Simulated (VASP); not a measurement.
Write the native input for VASP 6.6.1 that does the following.

| Property | Result |
| --- | --- |
| Task | relaxation of cell and atoms |
| Functional | PBEsol |
| Potentials or basis | VASP PAW PBE potentials, release 64 (H) |
| Cutoff | 600 eV |
| k mesh | 6 × 6 × 4 |
| Occupations | gaussian, width 0.1 eV |
| Spin | no spin polarisation |
| Dipole correction | no |
| Further INCAR settings | ALGO = Normal; EDIFF = 1e-07; IBRION = 2; EDIFFG = -0.04; NSW = 90; ISIF = 3 |

The structure of H lies in POSCAR:

```
H
1.0
    2.6234813799     -2.5669048168      0.0000000000
    2.6234813799      2.5669048168      0.0000000000
    0.0000000000      0.0000000000      4.1418180000
H
4
Direct
    0.9532956300      0.0467043700      0.0685088900
    0.4532956300      0.5467043700      0.4314911100
    0.5467043700      0.4532956300      0.5685088900
    0.0467043700      0.9532956300      0.9314911100
```

These files were run (other wordings do the same):

INCAR

```
  ALGO = Normal
  EDIFF = 1E-7
  EDIFFG = -0.04
  ENCUT = 600
  GGA = PS
  IBRION = 2
  ISIF = 3
  ISMEAR = 0
  LASPH = True
  LCHARG = False
  LREAL = False
  LWAVE = False
  NELM = 60
  NSW = 90
  PREC = Accurate
  SIGMA = 0.1
```

KPOINTS

```
k-points
0
Gamma
  6 6 4
```

Potentials or basis: VASP PAW PBE potentials, release 64 (H).

Run with:

```console
$ cat potpaw_PBE.64/H/POTCAR > POTCAR
$ mpirun -np 1 vasp_std > vasp.out
```

Results of the run:

The relaxed volume is 13.98 Å³/atom. The relaxed cell is a = 3.672 Å, b = 3.672 Å, c = 4.149 Å, α = 90.00°, β = 90.00°, γ = 88.81°. The space group after relaxing (to 0.1 Å) is Cmce (No. 64), the energy gained by relaxing is 2.3 meV/atom and the ionic steps are 3. The pressure after relaxing is -0.1 GPa, the largest force after relaxing is 0.005 eV/Å and the band gap on the k mesh is 8.98 eV (least direct gap 9.61 eV).

Caveat: this functional lacks dispersion, which holds the molecules together, so the pressure and a relaxed volume are unreliable; the PAW data sets were made with another functional, which shifts forces and pressure a little.

Run time: 28 s on 1 thread of Intel(R) Xeon(R) Platinum 8488C (Sapphire Rapids) (shared host), peak memory 0.16 GiB.
